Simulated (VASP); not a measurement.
Wanted: the native input for a VASP 6.6.1 run.

| Item | Value |
| --- | --- |
| Task | relaxation of the atoms |
| Functional | PBE |
| Potentials or basis | VASP PAW PBE potentials, release 64 (Ge_d, Cu) |
| Cutoff | 520 eV |
| k mesh | 7 × 7 × 1 |
| Occupations | gaussian, width 0.1 eV |
| Spin | no spin polarisation |
| Dipole correction | yes |
| Atoms held fixed (from 0) | [0, 1, 2, 3] |
| Further INCAR settings | ALGO = Normal; EDIFF = 1e-07; IBRION = 2; EDIFFG = -0.025; NSW = 36 |
| Atoms held along some axes (from 0) | atom 4 along a and b |

The structure of CuGe4 lies in POSCAR:

```
CuGe4
1.0
    4.0740542205      0.0000000000      0.0000000000
    0.0000000000      4.0740542205      0.0000000000
    0.0000000000      0.0000000000     19.8557568590
Ge Cu
4 1
Selective dynamics
Direct
    0.0000000000      0.5000000000      0.2014529100  F F F
    0.0000000000      0.0000000000      0.2739958855  F F F
    0.5000000000      0.0000000000      0.3493666156  F F F
    0.5000000000      0.5000000000      0.4208228837  F F F
    0.5000000000      0.8750000000      0.5072334719  F F T
```

These files were run (other wordings do the same):

INCAR

```
SYSTEM = CuGe4
ALGO = Normal
DIPOL = 0.5 0.5 0.351
EDIFF = 1E-7
EDIFFG = -0.025
ENCUT = 520
GGA = PE
IBRION = 2
IDIPOL = 3
ISIF = 2
ISMEAR = 0
KPAR = 4
LASPH = .TRUE.
LCHARG = .FALSE.
LDIPOL = .TRUE.
LREAL = .FALSE.
LWAVE = .FALSE.
NELM = 60
NSW = 36
PREC = Accurate
SIGMA = 0.1
```

KPOINTS

```
k-points
0
G
  7 7 1
  0 0 0
```

Potentials or basis: VASP PAW PBE potentials, release 64 (Ge_d, Cu).

Launch:

```bash
$ cat potpaw_PBE.64/Ge_d/POTCAR potpaw_PBE.64/Cu/POTCAR > POTCAR
$ mpirun -np 4 vasp_std > vasp.out
```

It gave:

```json
{"Energy gained by relaxing": "2.6 meV/atom", "Ionic steps": "4", "Band gap on the k mesh": "zero (an odd number of electrons rules out a gap without spin polarisation)"}
```

Run time: 4.3 min on 4 MPI ranks on Intel(R) Xeon(R) Platinum 8375C CPU @ 2.90GHz (Ice Lake) (shared host), peak memory 0.5 GiB a rank.
